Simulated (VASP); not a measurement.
# Er (Fm-3m) in VASP: single point with PBE

Aim: the single point of Er with PBE.

Program: VASP 6.6.1. These are calculated values, not measurements. Logs are shortened: lines on timing, memory, paths and dates and some standing lists are left out, and cuts for length are marked.

## Step 1: The cell of the first run

Symmetry: Fm-3m, No. 225, cubic system. Conventional cell: a = 5.122 Å, b = 5.122 Å, c = 5.122 Å, α = 90.00°, β = 90.00°, γ = 90.00°. Within 4.8 Å of Er (site symmetry m-3m) lie 12 Er at 3.62 Å.

This isn't the form of Er at room conditions, which is hcp.

## Step 2: Single point, PBE, collinear spin, ferromagnetic start

POSCAR reads:

```
Er
1.0
    0.0000000000      2.5611963607      2.5611963607
    2.5611963607      0.0000000000      2.5611963607
    2.5611963607      2.5611963607      0.0000000000
Er
1
Direct
    0.0000000000      0.0000000000      0.0000000000
```

INCAR.step1 reads:

```
  PREC = Accurate
  ENCUT = 520
  EDIFF = 1E-6
  ISMEAR = 0
  SIGMA = 0.05
  LREAL = F
  LASPH = T
  NELM = 150
  ALGO = Normal
  ISIF = 2
  LWAVE = F
  LCHARG = T
  ISPIN = 2
  MAGMOM = 2.58
  LMAXMIX = 6
  GGA = PE
  NBANDS = 21
```

KPOINTS.step1 reads:

```
regular mesh
0
Gamma
  14 14 14
```

INCAR.step2 reads:

```
  PREC = Accurate
  ENCUT = 520
  EDIFF = 1E-6
  ISMEAR = -5
  SIGMA = 0.05
  LREAL = F
  LASPH = T
  NELM = 150
  ALGO = Normal
  ISIF = 2
  LWAVE = F
  LCHARG = F
  ISPIN = 2
  MAGMOM = 2.58
  LORBIT = 10
  LMAXMIX = 6
  GGA = PE
  NBANDS = 21
  NEDOS = 1001
  ICHARG = 11
```

KPOINTS.step2 reads:

```
regular mesh
0
Gamma
  21 21 21
```

Potentials or basis: VASP PAW PBE potentials, release 64 (Er).

Command:

```
cat potpaw_PBE.64/Er/POTCAR > POTCAR
cp INCAR.step1 INCAR
cp KPOINTS.step1 KPOINTS
mpirun -np 1 vasp_std > vasp.out
cp INCAR.step2 INCAR
cp KPOINTS.step2 KPOINTS
mpirun -np 1 vasp_std > vasp.out
```

OUTCAR:

```text
PREC = Accurate
   ENCUT = 520
   EDIFF = 1E-6
   ISMEAR = -5
   LREAL = F
   LASPH = T
   NELM = 150
   ISIF = 2
   ISPIN = 2
   LORBIT = 10
   GGA = PE
   ICHARG = 11

 ion  position               nearest neighbor table
   1  0.000  0.000  0.000-

  LATTYP: Found a face centered cubic cell.
 ALAT       =     5.1223927214

  Lattice vectors:

 A1 = (   0.0000000000,   2.5611963607,   2.5611963607)
 A2 = (   2.5611963607,   0.0000000000,   2.5611963607)
 A3 = (   2.5611963607,   2.5611963607,   0.0000000000)

Analysis of symmetry for initial positions (statically):
=====================================================================
 Subroutine PRICEL returns:
 Original cell was already a primitive cell.

 Routine SETGRP: Setting up the symmetry group for a
 face centered cubic supercell.

 Subroutine GETGRP returns: Found 48 space group operations
 (whereof 48 operations were pure point group operations)
 out of a pool of 48 trial point group operations.

The static configuration has the point symmetry O_h .

Analysis of symmetry for dynamics (positions and initial velocities):
=====================================================================
 Subroutine PRICEL returns:
 Original cell was already a primitive cell.

 Routine SETGRP: Setting up the symmetry group for a
 face centered cubic supercell.

 Subroutine GETGRP returns: Found 48 space group operations
 (whereof 48 operations were pure point group operations)
 out of a pool of 48 trial point group operations.

The dynamic configuration has the point symmetry O_h .

Analysis of structural, dynamic, and magnetic symmetry:
=====================================================================
 Subroutine PRICEL returns:
 Original cell was already a primitive cell.

 Routine SETGRP: Setting up the symmetry group for a
 face centered cubic supercell.

 Subroutine GETGRP returns: Found 48 space group operations
 (whereof 48 operations were pure point group operations)
 out of a pool of 48 trial point group operations.

The overall configuration has the point symmetry O_h .

 Subroutine INISYM returns: Found 48 space group operations
 (whereof 48 operations are pure point group operations),
 and found     1 'primitive' translations

----------------------------------------------------------------------------------------

                                     Primitive cell

  volume of cell :      33.6015

  direct lattice vectors                    reciprocal lattice vectors
     0.000000000  2.561196361  2.561196361    -0.195221268  0.195221268  0.195221268
     2.561196361  0.000000000  2.561196361     0.195221268 -0.195221268  0.195221268
     2.561196361  2.561196361  0.000000000     0.195221268  0.195221268 -0.195221268

  length of vectors
     3.622078629  3.622078629  3.622078629     0.338133154  0.338133154  0.338133154

  position of ions in fractional coordinates (direct lattice)
     0.000000000  0.000000000  0.000000000

  ion indices of the primitive-cell ions
   primitive index   ion index
                 1           1

----------------------------------------------------------------------------------------

 KPOINTS: regular mesh

Automatic generation of k-mesh.
 Grid dimensions read from file:
 generate k-points for:   21   21   21

 Generating k-lattice:

  Cartesian coordinates                     Fractional coordinates (reciprocal lattice)
    -0.009296251  0.009296251  0.009296251     0.047619048  0.000000000  0.000000000
     0.009296251 -0.009296251  0.009296251     0.000000000  0.047619048  0.000000000
     0.009296251  0.009296251 -0.009296251     0.000000000  0.000000000  0.047619048

  Length of vectors
     0.016101579  0.016101579  0.016101579

  Shift w.r.t. Gamma in fractional coordinates (k-lattice)
     0.000000000  0.000000000  0.000000000

 TETIRR: Found   1276 inequivalent tetrahedra from    55566

 Subroutine IBZKPT returns following result:
 ===========================================

 Found    286 irreducible k-points:

 Following reciprocal coordinates:
            Coordinates               Weight
  0.000000  0.000000  0.000000      1.000000
  0.047619  0.000000  0.000000      8.000000
  0.095238  0.000000  0.000000      8.000000
  0.142857  0.000000  0.000000      8.000000
  0.190476  0.000000  0.000000      8.000000
  0.238095  0.000000  0.000000      8.000000
[... 16 lines left out ...]
 -0.428571  0.047619  0.000000     24.000000
 -0.380952  0.047619  0.000000     24.000000
 [... further k-points ...]
   k-points           NKPTS =    286   k-points in BZ     NKDIM =    286   number of bands    NBANDS=     21
   number of dos      NEDOS =   1001   number of ions     NIONS =      1
   total plane-waves  NPLWV =  21952
   dimension x,y,z NGX =    28 NGY =   28 NGZ =   28
   dimension x,y,z NGXF=    56 NGYF=   56 NGZF=   56
   ions per type =               1
   NGX,Y,Z   is equivalent  to a cutoff of  12.85, 12.85, 12.85 a.u.
   NGXF,Y,Z  is equivalent  to a cutoff of  25.70, 25.70, 25.70 a.u.
 SYSTEM =  unknown system
   PREC   = accura    normal or accurate (medium, high low for compatibility)
   ISTART =      0    job   : 0-new  1-cont  2-samecut
   ICHARG =     11    charge: 1-file 2-atom 10-const
   ISPIN  =      2    spin polarized calculation?
   LNONCOLLINEAR =      F non collinear calculations
   LSORBIT =      F    spin-orbit coupling
   LASPH  =      T    aspherical Exc in radial PAW
   ENCUT  =  520.0 eV  38.22 Ry    6.18 a.u.   6.73  6.73  6.73*2*pi/ulx,y,z
   NELM   =    150;   NELMIN=  2; NELMDL=  0     # of ELM steps
   EDIFF  = 0.1E-05   stopping-criterion for ELM
   LREAL  =      F    real-space projection
   EDIFFG = 0.1E-04   stopping-criterion for IOM
   NSW    =      0    number of steps for IOM
   IBRION =     -1    ionic relax: 0-MD 1-quasi-New 2-CG
   NFREE  =      0    steps in history (QN), initial steepest desc. (CG)
   ISIF   =      2    stress and relaxation
   ISYM   =      2    0-nonsym 1-usesym 2-fastsym
   POTIM  = 0.5000    time-step for ionic-motion
   TEBEG  =    0.0;   TEEND  =   0.0 temperature during run
   PSTRESS=    0.0 pullay stress
   NELECT =      22.0000    total number of electrons
   NUPDOWN=      -1.0000    fix difference up-down
   EMIN   =  10.00;   EMAX   =-10.00  energy-range for DOS
   EFERMI =   0.00;   METHOD = LEGACY
   ISMEAR =    -5;   SIGMA  =   0.05  broadening in eV -4-tet -1-fermi 0-gaus
   EFERMI_NEDOS =   21; number of points for ismear=-14 and -15
   IALGO  =     38    algorithm
   IMIX   =      4    mixing-type and parameters
     AMIX     =   0.40;   BMIX     =  1.00
     AMIX_MAG =   1.60;   BMIX_MAG =  1.00
  volume/ion in A,a.u.               =      33.60       226.75
  Fermi-wavevector in a.u.,A,eV,Ry     =   1.421552  2.686344 27.494803  2.020811
  Thomas-Fermi vector in A             =   2.542350
   LORBIT       =     10    0 simple, 1 ext, 2 COOP (PROOUT), +10 PAW based schemes
   GGA     = PE    functional components
   LHFCALC =     F    Hartree Fock is set to
   AEXX    =    0.0000 exact exchange contribution
   IVDW    =     0    specifies the selected vdW correction
   LEPSILON=     F    determine dielectric tensor
   LRPA    =     F    only Hartree local field effects (RPA)
 spin polarized calculation
 Fermi weights with tetrahedron method with Bloechl corrections
  energy-cutoff  :      520.00
  volume of cell :       33.60
 maximum number of plane-waves:       928

 number of electron      22.0000007 magnetization       2.2312655

 Free energy of the ion-electron system (eV)
  ---------------------------------------------------
  ext. energy  EPLUGINS =         0.00000000
  ---------------------------------------------------
  free energy    TOTEN  =        -4.99116367 eV

  energy without entropy =       -4.99116367  energy(sigma->0) =       -4.99116367

 E-fermi :   2.1836     XC(G=0):  -9.7704

 val. band max:        2.1903784979   @ k =  -0.4286   0.2857   0.0000
 cond. band min:       2.1694672337   @ k =  -0.3810   0.3333   0.0952
 fundamental gap:     -0.0209112642
 Fermi energy:         2.1835841035

 spin component 1

 k-point     1 :       0.0000    0.0000    0.0000
  band No.  band energies     occupation
      1     -47.2798      1.00000
      2     -21.1433      1.00000
      3     -21.1433      1.00000
      4     -21.1433      1.00000
      5      -2.8857      1.00000
      6      -0.7063      1.00000
[... 13 lines left out ...]
     20      14.9877      0.00000
     21      14.9877      0.00000

 k-point     2 :       0.0476    0.0000    0.0000
  band No.  band energies     occupation
      1     -47.2791      1.00000
      2     -21.1546      1.00000
      3     -21.1448      1.00000
      4     -21.1448      1.00000
      5      -2.8278      1.00000
      6      -0.7050      1.00000
[... 13 lines left out ...]
     20      15.1089      0.00000
     21      15.1089      0.00000
[... 487 lines left out ...]
      5      -0.6213      1.00000
      6      -0.1325      1.00000
[... 13 lines left out ...]
     20      15.0587      0.00000
     21      15.4767      0.00000

 k-point    24 :      -0.3810    0.0476    0.0000
  band No.  band energies     occupation
      1     -47.2520      1.00000
      2     -21.5763      1.00000
      3     -21.2130      1.00000
      4     -21.1997      1.00000
      5      -0.6304      1.00000
      6      -0.1316      1.00000
[... 13 lines left out ...]
     20      15.4806      0.00000
     21      16.1915      0.00000

 [... further k-points ...]

 spin component 2

 k-point     1 :       0.0000    0.0000    0.0000
  band No.  band energies     occupation
      1     -46.2427      1.00000
      2     -20.4208      1.00000
      3     -20.4208      1.00000
      4     -20.4208      1.00000
      5      -2.9909      1.00000
      6       1.5737      1.00000
[... 13 lines left out ...]
     20      14.9111      0.00000
     21      14.9111      0.00000

 k-point     2 :       0.0476    0.0000    0.0000
  band No.  band energies     occupation
      1     -46.2419      1.00000
      2     -20.4333      1.00000
      3     -20.4224      1.00000
      4     -20.4224      1.00000
      5      -2.9321      1.00000
      6       1.5696      1.00000
[... 13 lines left out ...]
     20      15.0355      0.00000
     21      15.0355      0.00000
[... 487 lines left out ...]
      5       0.1545      1.00000
      6       1.4460      1.00000
[... 13 lines left out ...]
     20      15.0548      0.00000
     21      15.4708      0.00000

 k-point    24 :      -0.3810    0.0476    0.0000
  band No.  band energies     occupation
      1     -46.2118      1.00000
      2     -20.8977      1.00000
      3     -20.4968      1.00000
      4     -20.4820      1.00000
      5      -0.1168      1.00000
      6       1.4518      1.00000
[... 13 lines left out ...]
     20      15.5032      0.00000
     21      16.2120      0.00000

 [... further k-points ...]
[... 5 lines left out ...]
  --------------------------------------------------------------------------------------
  -------------------------------------------------------------------------------------
  Total        0.7016198      0.7016198      0.7016198      0.0000000      0.0000000     -0.0000000
  in kB       33.4544422     33.4544422     33.4544422      0.0000000      0.0000000     -0.0000000
  external PRESSURE =      33.4544422 kB  Pullay stress =       0.0000000 kB

 VOLUME and BASIS-vectors are now :
 -----------------------------------------------------------------------------
  energy-cutoff  :      520.00
  volume of cell :       33.60
      direct lattice vectors                 reciprocal lattice vectors
     0.000000000  2.561196361  2.561196361    -0.195221268  0.195221268  0.195221268
     2.561196361  0.000000000  2.561196361     0.195221268 -0.195221268  0.195221268
     2.561196361  2.561196361  0.000000000     0.195221268  0.195221268 -0.195221268

 POSITION                                       TOTAL-FORCE (eV/Angst)
 -----------------------------------------------------------------------------------
      0.00000      0.00000      0.00000        -0.000000      0.000000      0.000000
 -----------------------------------------------------------------------------------
    total drift:                                0.000000     -0.000000     -0.000000

  FREE ENERGIE OF THE ION-ELECTRON SYSTEM (eV)
  ---------------------------------------------------
  free  energy   TOTEN  =        -4.9911636663 eV

  energy  without entropy=       -4.9911636663  energy(sigma->0) =       -4.99116367

 total charge

# of ion       s       p       d       f       tot
--------------------------------------------------
    1        2.135   5.753   0.356  11.379  19.623

 magnetization (x)

# of ion       s       p       d       f       tot
--------------------------------------------------
    1        0.003  -0.030  -0.029   2.416   2.360
```

It took 4.8 min on 1 thread of Intel Xeon 6975P-C (Granite Rapids), shared host; peak memory 0.42 GiB.

What came out:

- Net moment: 2.23 μB per cell
- Site moments: Er +2.36 μB
- Valence electrons inside the program's atomic spheres: Er 19.62

Levels at points of the mesh, in eV from the Fermi level:
Spin up:
| k point | band 10 | band 11 | band 12 | band 13 | band 14 | band 15 |
| --- | --- | --- | --- | --- | --- | --- |
| (0.00, 0.00, 0.00) | -1.75 | -1.75 | -1.75 | 2.50 | 2.50 | 2.50 |
Spin down:
```tsv
k point	band 6	band 7	band 8	band 9	band 10	band 11	band 12	band 13	band 14	band 15
(0.00, 0.00, 0.00)	-0.61	-0.61	-0.61	-0.06	-0.06	-0.06	0.22	2.61	2.61	2.61
```

Caveat: the magnetic or orbital state may not be the lowest; spin-orbit coupling is left out, which moves the levels of the heavy elements; semilocal functionals describe open f shells poorly, which spoils levels, moments and volumes. The state reached can hang on the start; a lower one may exist.
